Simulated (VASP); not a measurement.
MoS2, 9 atoms in the cell. The cell holds a slab with vacuum, 9 atoms: a = 3.184 Å, b = 3.184 Å, c = 28.387 Å, α = 90.00°, β = 90.00°, γ = 120.00°. 

```yaml
Program: VASP 6.6.1
Task: single point
Functional: RPBE
Potentials_or_basis: VASP PAW PBE potentials, release 64 (Mo_sv, S)
Cutoff: 500 eV
k_mesh: 10 × 10 × 1
Occupations: fermi-dirac, width 0.05 eV
Spin: no spin polarisation
Dipole_correction: no
Further_INCAR_settings: ALGO = Normal; EDIFF = 1e-06; NBANDS = 49
```

Potentials or basis: VASP PAW PBE potentials, release 64 (Mo_sv, S).

Command:

```console
$ cat potpaw_PBE.64/Mo_sv/POTCAR potpaw_PBE.64/S/POTCAR > POTCAR
$ mpirun -np 1 vasp_std > vasp.out
```

Hardware: 1 thread of AMD EPYC 7R43 64-Core Processor (Zen 3), on a shared host.

Problem. How long does it take, and how much memory?

Solution. Run time: 6 min on 1 thread of AMD EPYC 7R43 64-Core Processor (Zen 3), on a shared host, peak memory 0.35 GiB. Counts: scf iterations 23, k points 14.
